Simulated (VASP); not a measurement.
Crystal: HgTe.

```
Hg Te
1.0
     0.00000    3.21450    3.21450
     3.21450    0.00000    3.21450
     3.21450    3.21450    0.00000
Hg Te
1 1
Direct
  0.00000 0.00000 0.00000
  0.75000 0.75000 0.75000
```

```yaml
Program: VASP 6.6.1
Task: relaxation of cell and atoms
Functional: r2SCAN
Potentials_or_basis: VASP PAW PBE potentials, release 64 (Hg, Te)
Cutoff: 600 eV
k_mesh: 7 × 7 × 7
Occupations: fermi-dirac, width 0.05 eV
Spin: no spin polarisation
```

At the start: pressure 3.3 GPa; volume 33.22 Å³/atom.

Task: Where does the relaxation end?

Result: Over 3 steps the energy falls by 22.6 meV/atom and the volume is 35.57 Å³/atom (+7.1 %); space group F-43m (No. 216, to 0.1 Å) before and after.

Step by step:
```
step  energy change (eV)  largest force (eV/Å)  pressure (GPa)  volume (Å³)
   1              0.0000                0.0000            3.29        66.43
   2             -0.0382                0.0000           -1.05        73.20
   3             -0.0452                0.0000            0.01        71.14
```

Final structure:
```yaml
crystal:
  lattice:
    - [0.00000, 3.28880, 3.28880]
    - [3.28880, 0.00000, 3.28880]
    - [3.28880, 3.28880, 0.00000]
  atoms:
    - { symbol: Hg, position: [0.00000, 0.00000, 0.00000] }
    - { symbol: Te, position: [0.75000, 0.75000, 0.75000] }
```

Caveat: the PAW data sets were made with another functional, which shifts forces and pressure a little.
